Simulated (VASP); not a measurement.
Here is a VASP 6.6.1 calculation.

Contents of POSCAR:

```
ZnO
1.0
    3.2351954566      0.0000000000      0.0000000000
   -1.6175977283      2.8017614516      0.0000000000
    0.0000000000      0.0000000000      5.2114259597
Zn O
2 2
Direct
    0.3333333333      0.6666666667      0.4996928418
    0.6666666667      0.3333333333     -0.0003071582
    0.6666666667      0.3333333333      0.3793171582
    0.3333333333      0.6666666667      0.8793171582
```

The input INCAR.step1:

```
SYSTEM = ZnO
PREC     = Accurate       ! precision mode
ENCUT    = 600            ! plane-wave cutoff, eV
ISMEAR   = 0              ! smearing method
SIGMA    = 0.01           ! smearing width, eV
LREAL    = .False.        ! projectors in reciprocal space
LASPH    = .True.         ! aspherical terms in the spheres
NELM     = 100            ! most SCF steps
GGA      = PE             ! functional
ALGO     = Normal         ! electronic algorithm
EDIFF    = 1E-4           ! SCF threshold, eV
LWAVE    = .True.         ! write WAVECAR
LCHARG   = .False.        ! write CHGCAR
```

The input INCAR.step2:

```
SYSTEM = ZnO
PREC     = Accurate       ! precision mode
ENCUT    = 600            ! plane-wave cutoff, eV
EDIFF    = 1E-7           ! SCF threshold, eV
ISMEAR   = 0              ! smearing method
SIGMA    = 0.01           ! smearing width, eV
LREAL    = .False.        ! projectors in reciprocal space
LASPH    = .True.         ! aspherical terms in the spheres
NELM     = 100            ! most SCF steps
ALGO     = Normal         ! electronic algorithm
ISIF     = 3              ! what is computed and relaxed
LWAVE    = .False.        ! write WAVECAR
LCHARG   = .False.        ! write CHGCAR
METAGGA  = R2SCAN         ! meta-GGA
LMIXTAU  = .True.       
IBRION   = 2              ! ionic algorithm
NSW      = 100            ! ionic steps
EDIFFG   = -0.002         ! ionic threshold
PSTRESS  = 70.0         
ISTART   = 1
```

Contents of KPOINTS:

```
Automatic mesh
0
Gamma
  8 8 4
  0 0 0
```

Potentials or basis: VASP PAW PBE potentials, release 64 (Zn, O).

Command:

```bash
$ cat potpaw_PBE.64/Zn/POTCAR potpaw_PBE.64/O/POTCAR > POTCAR
$ cp INCAR.step1 INCAR
$ mpirun -np 1 vasp_std > vasp.out
$ cp INCAR.step2 INCAR
$ mpirun -np 1 vasp_std > vasp.out
```

(1) Predict the relaxed cell.

(2) Estimate the relaxed volume.

Results:

(1) a = 3.195 Å, b = 3.195 Å, c = 5.146 Å, α = 90.00°, β = 90.00°, γ = 120.00°.

(2) 11.37 Å³/atom.

Caveat: the cell is relaxed towards a set pressure, so the run minimises the enthalpy, not the energy; the PAW data sets were made with another functional, which shifts forces and pressure a little.
